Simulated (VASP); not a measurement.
# HfO2: relaxation of cell and atoms with PBE+D3(BJ)

The system is HfO2.

```
Hf O
1.0
     0.00000    2.55750    2.55750
     2.55750    0.00000    2.55750
     2.55750    2.55750    0.00000
Hf O
1 2
Direct
  0.00000 0.00000 0.00000
  0.25000 0.25000 0.25000
  0.75000 0.75000 0.75000
```

* Program: VASP 6.6.1
* Task: relaxation of cell and atoms
* Functional: PBE
* Dispersion: D3(BJ)
* Potentials or basis: VASP PAW PBE potentials, release 64 (Hf_pv, O)
* Cutoff: 600 eV
* k mesh: 8 × 8 × 8
* Occupations: gaussian, width 0.02 eV
* Spin: no spin polarisation
* Dipole correction: no
* Further INCAR settings: ALGO = Normal; EDIFF = 1e-06; IBRION = 2; EDIFFG = -0.005; NSW = 100; ISIF = 3

* Relaxed volume: 10.70 Å³/atom
* Relaxed cell: a = 3.568 Å, b = 3.568 Å, c = 3.568 Å, α = 60.00°, β = 60.00°, γ = 60.00°
* Space group after relaxing (to 0.05 Å): Fm-3m (No. 225)
* Energy gained by relaxing: 14.1 meV/atom
* Ionic steps: 4
* Pressure after relaxing: 0.1 GPa
* Band gap on the k mesh: 3.84 eV, direct
* Dispersion energy per atom: -0.243 eV

The path:
| step | energy change (eV) | largest force (eV/Å) | pressure (GPa) | volume (Å³) |
| --- | --- | --- | --- | --- |
| 1 | 0.0000 | 0.0000 | -9.76 | 33.46 |
| 2 | 0.0527 | 0.0000 | 17.48 | 30.27 |
| 3 | -0.0424 | 0.0000 | -0.09 | 32.13 |
| 4 | -0.0424 | 0.0000 | 0.06 | 32.11 |

Final structure:
```
Hf O
1.0
     0.00000    2.52266    2.52266
     2.52266    0.00000    2.52266
     2.52266    2.52266    0.00000
Hf O
1 2
Direct
  0.00000 0.00000 0.00000
  0.25000 0.25000 0.25000
  0.75000 0.75000 0.75000
```

Levels at points of the mesh, in eV from the valence-band top:
```
           k point  band 8  band 9  band 10  band 11  band 12  band 13  band 14  band 15
(0.00, 0.00, 0.00)   -5.43   -0.61    -0.61    -0.61     3.92     3.92     5.96    10.61
(0.50, 0.00, 0.00)   -3.07   -2.76    -1.85    -1.85     4.67     4.67     7.13     9.12
(0.50, 0.50, 0.00)   -3.49   -1.55    -1.55     0.00     3.84     5.58     6.77     8.29
```

Wall time 57 s on 1 thread of AMD EPYC 7R43 64-Core Processor (Zen 3), on a shared host, peak memory 0.16 GiB.

Caveat: spin-orbit coupling is left out, which moves the levels of the heavy elements. A k mesh can miss the band edges.
